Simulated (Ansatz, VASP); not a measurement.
**One calculation of Ag, two programs**

File INCAR:

```
PREC = Accurate
ENCUT = 520
EDIFF = 1E-6
ISMEAR = 0
SIGMA = 0.15
LREAL = F
LASPH = T
NELM = 60
ALGO = Fast
ISIF = 2
LWAVE = F
LCHARG = F
GGA = PS
NBANDS = 18
```

File KPOINTS:

```
regular mesh
0
Gamma
  18 18 10
```

File POSCAR:

```
Ag
1.0
    2.8127981572      0.0000000000      0.0000000000
   -1.4063990786      2.4359546599      0.0000000000
    0.0000000000      0.0000000000      5.1732000000
Ag
2
Direct
    0.3333333333      0.6666666667      0.2500000000
    0.6666666667      0.3333333333      0.7500000000
```

Input for Ansatz:

```yaml
crystal:
  lattice:
    - [2.8127981572, 0.0, 0.0]
    - [-1.4063990786, 2.4359546599, 0.0]
    - [0.0, 0.0, 5.1732]
  atoms:
    - { symbol: Ag, position: [0.3333333333, 0.6666666667, 0.25] }
    - { symbol: Ag, position: [0.6666666667, 0.3333333333, 0.75] }
basis:
  ecutwfc: 420
kpoints:
  mp_grid: { grid: [18, 18, 10] }
hamiltonian:
  xc: pbesol
scf:
  occupations: { method: gaussian, width: 0.15 }
output:
  forces: true
  stress: true
  eigenvalues: true
```

Change from the starting cell: strain -0.040 along x and y, +0.080 along z, atoms carried along.

Alike in both runs: task single point; functional PBEsol; k mesh 18 × 18 × 10; occupations gaussian, width 0.15 eV; no spin polarisation.

|  | VASP | Ansatz |
| --- | --- | --- |
| version | VASP 6.6.1 | Ansatz 0.2.0 |
| potentials or method | VASP PAW PBE potentials, release 64 (Ag), cutoff 520 eV | scalar-relativistic, plane waves, PAW |
| valence electrons in the cell | 22 | 38 |

```csv
,VASP,Ansatz,Ansatz less VASP
gap on the k mesh at the Fermi level (eV),none,none,-
pressure (GPa),-4.5,-4.3,+0.20
"traceless stress, the component that is largest in VASP (GPa)",-6.58,-6.62,-0.042
```

VASP's potentials were made for PBE, not for PBEsol. A gap of «none» marks a metal or a gap that the smearing closes. With one functional, cell and mesh, what is left measures potentials, basis and numerics. VASP's potentials hold 22 valence electrons a cell and Ansatz's 38, so a difference there can come from the potentials and not from the codes.
